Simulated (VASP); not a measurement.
Here is a VASP 6.6.1 calculation.

File INCAR:

```
PREC = Accurate ; ENCUT = 520
EDIFF = 1E-6 ; ISMEAR = -1
SIGMA = 0.1 ; LREAL = False
LASPH = True ; NELM = 100
ALGO = Normal ; ISIF = 2
LWAVE = False ; LCHARG = False
GGA = PE ; NBANDS = 16
```

File KPOINTS:

```
regular mesh
0
Gamma
  15 15 15
```

POSCAR

```
AlRu
1.0
    3.0043569641      0.0000000000      0.0000000000
    0.0000000000      3.0043569641      0.0000000000
    0.0000000000      0.0000000000      3.0043569641
Ru Al
1 1
Direct
    0.0000000000      0.0000000000      0.0000000000
    0.5000000000      0.5000000000      0.5000000000
```

Potentials or basis: VASP PAW PBE potentials, release 64 (Ru_pv, Al).

Run with:

```console
$ cat potpaw_PBE.64/Ru_pv/POTCAR potpaw_PBE.64/Al/POTCAR > POTCAR
$ mpirun -np 1 vasp_std > vasp.out
```

Q: Predict the pressure.

A: 0.0 GPa.

Q: Estimate the band gap on the k mesh.

A: Zero (an odd number of electrons rules out a gap without spin polarisation).
